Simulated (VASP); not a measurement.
# Se (R-3m) in VASP: single point with r2SCAN

Aim: the single point of Se with r2SCAN.

Everything below comes from runs of VASP 6.6.1. Logs are shortened: lines on timing, memory, paths and dates and some standing lists are left out, and cuts for length are marked.

**1. The cell of the first run**

It takes space group R-3m (No. 166, trigonal). The conventional cell has a = 3.796 Å, b = 3.796 Å, c = 2.801 Å, α = 90.00°, β = 90.00°, γ = 120.00°. Se (site symmetry -3m) has 14 Se at 2.38 to 2.88 Å within 3.1 Å.

**2. Single point, r2SCAN**

The input, POSCAR:

```
Se
1.0
    1.8982151601      1.0959350336      0.9338293336
   -1.8982151601      1.0959350336      0.9338293336
    0.0000000000     -2.1918700673      0.9338293335
Se
1
Direct
    0.0000000000      0.0000000000      0.0000000000
```

The input, INCAR.step1:

```
SYSTEM = Se
PREC     = Accurate       ! precision mode
ENCUT    = 520            ! plane-wave cutoff, eV
ISMEAR   = -1             ! smearing method
SIGMA    = 0.1            ! smearing width, eV
LREAL    = .False.        ! projectors in reciprocal space
LASPH    = .True.         ! aspherical terms in the spheres
NELM     = 100            ! most SCF steps
NBANDS   = 9              ! bands
GGA      = PE             ! functional
ALGO     = Normal         ! electronic algorithm
EDIFF    = 1E-4           ! SCF threshold, eV
LWAVE    = .True.         ! write WAVECAR
LCHARG   = .False.        ! write CHGCAR
```

The input, INCAR.step2:

```
SYSTEM = Se
PREC     = Accurate       ! precision mode
ENCUT    = 520            ! plane-wave cutoff, eV
EDIFF    = 1E-6           ! SCF threshold, eV
ISMEAR   = -1             ! smearing method
SIGMA    = 0.1            ! smearing width, eV
LREAL    = .False.        ! projectors in reciprocal space
LASPH    = .True.         ! aspherical terms in the spheres
NELM     = 100            ! most SCF steps
ALGO     = Normal         ! electronic algorithm
ISIF     = 2              ! what is computed and relaxed
LWAVE    = .False.        ! write WAVECAR
LCHARG   = .False.        ! write CHGCAR
METAGGA  = R2SCAN         ! meta-GGA
LMIXTAU  = .True.       
NBANDS   = 9              ! bands
ISTART   = 1
```

The input, KPOINTS:

```
regular mesh
0
Gamma
  21 21 21
  0 0 0
```

Potentials or basis: VASP PAW PBE potentials, release 64 (Se).

The run is started by

```bash
> cat potpaw_PBE.64/Se/POTCAR > POTCAR
> cp INCAR.step1 INCAR
> mpirun -np 1 vasp_std > vasp.out
> cp INCAR.step2 INCAR
> mpirun -np 1 vasp_std > vasp.out
```

OUTCAR:

```text
SYSTEM = Se
   PREC = Accurate
   ENCUT = 520
   EDIFF = 1E-6
   ISMEAR = -1
   LREAL = .False.
   LASPH = .True.
   NELM = 100
   ISIF = 2
   METAGGA = R2SCAN
   ISTART = 1

 ion  position               nearest neighbor table
   1  0.000  0.000  0.000-

  LATTYP: Found a trigonal (rhomboedric) cell.
 ALAT       =     2.3825053234
 COS(alpha) =    -0.2695596514

  Lattice vectors:

 A1 = (   1.8982151601,   1.0959350336,   0.9338293336)
 A2 = (  -1.8982151601,   1.0959350336,   0.9338293336)
 A3 = (   0.0000000000,  -2.1918700673,   0.9338293335)

Analysis of symmetry for initial positions (statically):
=====================================================================
 Subroutine PRICEL returns:
 Original cell was already a primitive cell.

 Routine SETGRP: Setting up the symmetry group for a
 trigonal (rhombohedral) supercell.

 Subroutine GETGRP returns: Found 12 space group operations
 (whereof 12 operations were pure point group operations)
 out of a pool of 12 trial point group operations.

The static configuration has the point symmetry D_3d.

Analysis of symmetry for dynamics (positions and initial velocities):
=====================================================================
 Subroutine PRICEL returns:
 Original cell was already a primitive cell.

 Routine SETGRP: Setting up the symmetry group for a
 trigonal (rhombohedral) supercell.

 Subroutine GETGRP returns: Found 12 space group operations
 (whereof 12 operations were pure point group operations)
 out of a pool of 12 trial point group operations.

The dynamic configuration has the point symmetry D_3d.

 Subroutine INISYM returns: Found 12 space group operations
 (whereof 12 operations are pure point group operations),
 and found     1 'primitive' translations

----------------------------------------------------------------------------------------

                                     Primitive cell

  volume of cell :      11.6560

  direct lattice vectors                    reciprocal lattice vectors
     1.898215160  1.095935034  0.933829334     0.263405335  0.152077141  0.356953162
    -1.898215160  1.095935034  0.933829334    -0.263405335  0.152077141  0.356953162
     0.000000000 -2.191870067  0.933829333     0.000000000 -0.304154282  0.356953162

  length of vectors
     2.382505323  2.382505323  2.382505323     0.468962032  0.468962032  0.468962032

  position of ions in fractional coordinates (direct lattice)
     0.000000000  0.000000000  0.000000000

  ion indices of the primitive-cell ions
   primitive index   ion index
                 1           1

----------------------------------------------------------------------------------------

 KPOINTS: regular mesh

Automatic generation of k-mesh.
 Grid dimensions read from file:
 generate k-points for:   21   21   21

 Generating k-lattice:

  Cartesian coordinates                     Fractional coordinates (reciprocal lattice)
     0.012543111  0.007241769  0.016997770     0.047619048  0.000000000  0.000000000
    -0.012543111  0.007241769  0.016997770     0.000000000  0.047619048  0.000000000
     0.000000000 -0.014483537  0.016997770     0.000000000  0.000000000  0.047619048

  Length of vectors
     0.022331525  0.022331525  0.022331525

  Shift w.r.t. Gamma in fractional coordinates (k-lattice)
     0.000000000  0.000000000  0.000000000

 Subroutine IBZKPT returns following result:
 ===========================================

 Found    891 irreducible k-points:

 Following reciprocal coordinates:
            Coordinates               Weight
  0.000000  0.000000  0.000000      1.000000
  0.047619  0.000000  0.000000      6.000000
  0.095238  0.000000  0.000000      6.000000
  0.142857  0.000000  0.000000      6.000000
  0.190476  0.000000  0.000000      6.000000
  0.238095  0.000000  0.000000      6.000000
[... 16 lines left out ...]
 -0.428571  0.047619  0.000000     12.000000
 -0.380952  0.047619 -0.000000     12.000000
 [... further k-points ...]
   k-points           NKPTS =    891   k-points in BZ     NKDIM =    891   number of bands    NBANDS=      9
   number of dos      NEDOS =    301   number of ions     NIONS =      1
   total plane-waves  NPLWV =   5832
   dimension x,y,z NGX =    18 NGY =   18 NGZ =   18
   dimension x,y,z NGXF=    36 NGYF=   36 NGZF=   36
   ions per type =               1
   NGX,Y,Z   is equivalent  to a cutoff of  12.56, 12.56, 12.56 a.u.
   NGXF,Y,Z  is equivalent  to a cutoff of  25.12, 25.12, 25.12 a.u.
 SYSTEM =  Se
   PREC   = accura    normal or accurate (medium, high low for compatibility)
   ISTART =      1    job   : 0-new  1-cont  2-samecut
   ICHARG =      0    charge: 1-file 2-atom 10-const
   ISPIN  =      1    spin polarized calculation?
   LNONCOLLINEAR =      F non collinear calculations
   LSORBIT =      F    spin-orbit coupling
   LASPH  =      T    aspherical Exc in radial PAW
   ENCUT  =  520.0 eV  38.22 Ry    6.18 a.u.   4.43  4.43  4.43*2*pi/ulx,y,z
   NELM   =    100;   NELMIN=  2; NELMDL=  0     # of ELM steps
   EDIFF  = 0.1E-05   stopping-criterion for ELM
   LREAL  =      F    real-space projection
[... 7 lines left out ...]
   TEBEG  =    0.0;   TEEND  =   0.0 temperature during run
   PSTRESS=    0.0 pullay stress
   NELECT =       6.0000    total number of electrons
   NUPDOWN=      -1.0000    fix difference up-down
   EMIN   =  10.00;   EMAX   =-10.00  energy-range for DOS
   EFERMI =   0.00;   METHOD = LEGACY
   ISMEAR =    -1;   SIGMA  =   0.10  broadening in eV -4-tet -1-fermi 0-gaus
   EFERMI_NEDOS =   21; number of points for ismear=-14 and -15
   IALGO  =     38    algorithm
   IMIX   =      4    mixing-type and parameters
     AMIX     =   0.40;   BMIX     =  1.00
     AMIX_MAG =   1.60;   BMIX_MAG =  1.00
  volume/ion in A,a.u.               =      11.66        78.66
  Fermi-wavevector in a.u.,A,eV,Ry     =   1.312025  2.479369 23.421214  1.721411
  Thomas-Fermi vector in A             =   2.442446
   LORBIT       =      0    0 simple, 1 ext, 2 COOP (PROOUT), +10 PAW based schemes
   METAGGA = R2SCAN    functional components
   LHFCALC =     F    Hartree Fock is set to
   AEXX    =    0.0000 exact exchange contribution
   IVDW    =     0    specifies the selected vdW correction
   LEPSILON=     F    determine dielectric tensor
   LRPA    =     F    only Hartree local field effects (RPA)
 non-spin polarized calculation
  energy-cutoff  :      520.00
  volume of cell :       11.66
 maximum number of plane-waves:       324
 NGX is ok and might be reduce to    18
   NGX =  9   NGY =  9   NGZ =  9

 number of electron       5.9999998 magnetization

 Free energy of the ion-electron system (eV)
  ---------------------------------------------------
  ext. energy  EPLUGINS =         0.00000000
  ---------------------------------------------------
  free energy    TOTEN  =       -11.26985219 eV

  energy without entropy =      -11.25810323  energy(sigma->0) =      -11.26397771

 E-fermi :  14.2047     XC(G=0): -14.0581

 val. band max:       14.1997314765   @ k =  -0.4286   0.3333   0.2381
 cond. band min:      14.2142773818   @ k =  -0.1429   0.1905   0.0476
 fundamental gap:      0.0145459053
 Fermi energy:        14.2047339635

 k-point     1 :       0.0000    0.0000    0.0000
  band No.  band energies     occupation
      1     -10.0290      2.00000
      2      18.7354      0.00000
      3      21.7059      0.00000
      4      21.7059      0.00000
      5      25.7690      0.00000
      6      25.7690      0.00000
      7      29.7866      0.00000
      8      34.9400      0.00000
      9      34.9400      0.00000

 k-point     2 :       0.0476    0.0000    0.0000
  band No.  band energies     occupation
      1      -9.9527      2.00000
      2      18.3374      0.00000
      3      20.8121      0.00000
      4      21.5797      0.00000
      5      25.8633      0.00000
      6      26.7448      0.00000
      7      29.9276      0.00000
      8      34.1531      0.00000
      9      34.3390      0.00000

 k-point     3 :       0.0952    0.0000    0.0000
  band No.  band energies     occupation
      1      -9.7241      2.00000
      2      16.9019      0.00000
      3      19.7072      0.00000
      4      21.2624      0.00000
      5      26.0341      0.00000
      6      28.2627      0.00000
      7      30.1094      0.00000
      8      33.4048      0.00000
      9      33.8541      0.00000

 k-point     4 :       0.1429    0.0000    0.0000
  band No.  band energies     occupation
      1      -9.3438      2.00000
      2      14.7233      0.01113
      3      19.0234      0.00000
      4      20.8659      0.00000
      5      26.0437      0.00000
      6      28.7892      0.00000
      7      30.6498      0.00000
      8      32.9110      0.00000
      9      34.5278      0.00000

 k-point     5 :       0.1905    0.0000    0.0000
  band No.  band energies     occupation
      1      -8.8130      2.00000
      2      12.3629      2.00000
      3      18.4741      0.00000
      4      20.4738      0.00000
      5      25.7350      0.00000
      6      28.1347      0.00000
      7      32.0354      0.00000
      8      33.0170      0.00000
      9      35.5623      0.00000

 k-point     6 :       0.2381    0.0000    0.0000
  band No.  band energies     occupation
      1      -8.1344      2.00000
      2      10.0212      2.00000
      3      17.9846      0.00000
      4      20.1320      0.00000
      5      25.1612      0.00000
      6      27.2973      0.00000
      7      33.6351      0.00000
      8      33.6654      0.00000
      9      36.5695      0.00000
[... 169 lines left out ...]
 k-point    21 :       0.4762    0.0476    0.0000
  band No.  band energies     occupation
      1      -3.1260      2.00000
      2       0.7384      2.00000
      3      16.0955      0.00000
      4      18.7777      0.00000
      5      23.3797      0.00000
      6      25.4708      0.00000
      7      39.0096      0.00000
      8      40.0286      0.00000
      9      42.2474      0.00000

 k-point    22 :      -0.4762    0.0476    0.0000
  band No.  band energies     occupation
      1      -3.5104      2.00000
      2       1.2226      2.00000
      3      16.3332      0.00000
      4      19.0342      0.00000
      5      23.2218      0.00000
      6      25.3065      0.00000
      7      38.1762      0.00000
      8      39.8204      0.00000
      9      42.0622      0.00000

 k-point    23 :      -0.4286    0.0476    0.0000
  band No.  band energies     occupation
      1      -4.5194      2.00000
      2       2.6282      2.00000
      3      16.6665      0.00000
      4      19.3612      0.00000
      5      23.2325      0.00000
      6      25.3014      0.00000
      7      36.7778      0.00000
      8      38.7366      0.00000
      9      40.5568      0.00000

 k-point    24 :      -0.3810    0.0476   -0.0000
  band No.  band energies     occupation
      1      -5.6187      2.00000
      2       4.4172      2.00000
      3      17.0828      0.00000
      4      19.7394      0.00000
      5      23.4181      0.00000
      6      25.4597      0.00000
      7      35.3621      0.00000
      8      37.0845      0.00000
      9      39.0966      0.00000

 [... further k-points ...]

------------------------ aborting loop because EDIFF is reached ----------------------------------------

  FORCE on cell =-STRESS in cart. coord.  units (eV):
  Direction    XX          YY          ZZ          XY          YZ          ZX
  --------------------------------------------------------------------------------------
  -------------------------------------------------------------------------------------
  Total       10.8598686     10.8598686     10.8206516      0.0000000     -0.0000000      0.0000000
  in kB     1492.7467776   1492.7467775   1487.3561974      0.0000000     -0.0000000      0.0000000
  external PRESSURE =    1490.9499175 kB  Pullay stress =       0.0000000 kB

 VOLUME and BASIS-vectors are now :
 -----------------------------------------------------------------------------
  energy-cutoff  :      520.00
  volume of cell :       11.66
      direct lattice vectors                 reciprocal lattice vectors
     1.898215160  1.095935034  0.933829334     0.263405335  0.152077141  0.356953162
    -1.898215160  1.095935034  0.933829334    -0.263405335  0.152077141  0.356953162
     0.000000000 -2.191870067  0.933829333     0.000000000 -0.304154282  0.356953162

 POSITION                                       TOTAL-FORCE (eV/Angst)
 -----------------------------------------------------------------------------------
      0.00000      0.00000      0.00000        -0.000000     -0.000000     -0.000000
 -----------------------------------------------------------------------------------
    total drift:                                0.000000      0.000000     -0.000000

  FREE ENERGIE OF THE ION-ELECTRON SYSTEM (eV)
  ---------------------------------------------------
  free  energy   TOTEN  =       -11.2698521945 eV

  energy  without entropy=      -11.2581032345  energy(sigma->0) =      -11.26397771
```

Wall time 3.7 min (1 thread of Intel Xeon Platinum 8259CL at 2.50GHz (Skylake/Cascade Lake), shared host); peak memory 0.2 GiB.

What came out:

```
Free energy            : -11.2699 eV
Pressure               : 149.1 GPa
Band gap on the k mesh : zero (bands 3 and 4 overlap by 14.74 eV)
```

Stress tensor (GPa, compression positive):
```
149.27   0.00   0.00
  0.00 149.27   0.00
  0.00   0.00 148.74
```

Caveat: the cell stands under pressure; the PAW data sets were made with another functional, which shifts forces and pressure a little.
